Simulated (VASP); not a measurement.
## H3C2N: single point with PBE

H3C2N:

```xyz
36
Lattice="8.0517 0.0000 0.0000 0.0000 8.0517 0.0000 0.0000 0.0000 8.0517" Properties=species:S:1:pos:R:3 pbc="T T T"
C     2.1221    4.7345    6.0997
C     3.1988    3.7702    6.1676
C     1.3533    6.4002    2.6406
C     0.8236    7.2287    3.7149
C     6.2015    2.6588    3.7560
C     7.3795    3.1280    3.0407
C     5.4806    7.6578    6.0553
C     6.5509    7.2977    6.9905
C     1.8798    1.1807    0.3688
C     3.1535    1.1230    1.0737
C     5.2055    4.2668    0.9132
C     4.8559    5.0633    2.0751
N     4.0382    2.9841    6.3416
N     0.3643    7.8605    4.5808
N     8.4081    3.5203    2.6296
N     7.3909    6.9091    7.6839
N     4.2532    1.0234    1.4058
N     4.5593    5.7246    2.9832
H     2.6180    5.6192    5.8638
H     1.3641    4.4953    5.3473
H     1.5744    4.8257    7.0828
H     0.6176    6.1535    1.8915
H     2.2091    6.9678    2.2558
H     1.8092    5.4923    3.1038
H     5.6758    3.3508    4.3548
H     5.6298    2.0183    3.0526
H     6.5816    1.8988    4.4755
H     5.2436    8.7085    6.1164
H     5.7892    7.3115    5.0792
H     4.5561    7.0778    6.2856
H     1.2600    0.2683    0.5335
H     1.3350    2.1515    0.5517
H     2.0667    1.2640   -0.7185
H     6.3142    4.2666    0.7675
H     4.8770    3.2705    1.1149
H     4.7799    4.6470   -0.0660
```

```yaml
Program: VASP 6.6.1
Task: single point
Functional: PBE
Potentials_or_basis: VASP PAW PBE potentials, release 64 (C, N, H)
Cutoff: 520 eV
k_mesh: 1 × 1 × 1
Occupations: fermi-dirac, width 0.02 eV
Spin: no spin polarisation
```

- Pressure: 0.6 GPa
- Largest force: 2.994 eV/Å
- Band gap on the k mesh: 6.24 eV

Forces on the atoms (eV/Å):
```
C   -0.976 -1.413  1.116
C   -0.674 -0.550  0.315
C    1.141  0.221  1.356
C   -0.459 -0.279 -0.179
C    1.445 -2.502 -0.784
C    0.805  0.723  0.665
C   -0.093 -1.098  0.940
C   -1.181  0.153 -0.805
C   -0.551  0.697 -0.340
C   -1.593  0.017 -1.378
C    0.740  1.214 -0.774
C    0.121  0.230 -0.795
N    0.291 -0.157 -0.302
N    0.138  0.141 -0.050
N   -0.942 -0.523 -0.051
N    0.768 -0.258  0.723
N    1.401 -0.059  0.922
N   -0.082  0.114  0.510
H    0.406  2.195 -0.510
H    0.142 -0.097 -0.219
H    0.615 -0.020 -0.669
H   -0.325 -0.065 -0.346
H    0.019 -0.105 -0.420
H   -0.453  0.338 -0.453
H   -0.825  1.194  0.188
H   -0.437  0.560  0.263
H    0.117  0.195 -0.150
H   -0.071  0.581 -0.166
H    0.143  0.236 -0.678
H    0.412  0.306  0.148
H    0.109  0.696  0.056
H    0.206 -0.989  0.511
H    0.300 -0.389  0.154
H   -0.563  0.001  0.207
H   -0.284 -1.016 -0.214
H    0.188 -0.293  1.211
```

Stress tensor (GPa, compression positive):
```
 0.31  0.01  0.22
 0.01  1.31 -0.10
 0.22 -0.10  0.07
```

Levels at points of the mesh, in eV from the valence-band top:
```tsv
k point	band 46	band 47	band 48	band 49	band 50	band 51
(0.00, 0.00, 0.00)	-0.15	-0.01	0.00	6.24	6.61	6.83
```

It took 95 s on 1 thread of Intel Xeon 8259CL (shared host), peak memory 0.47 GiB.

Caveat: the k points lie up to 0.78 Å⁻¹ apart.
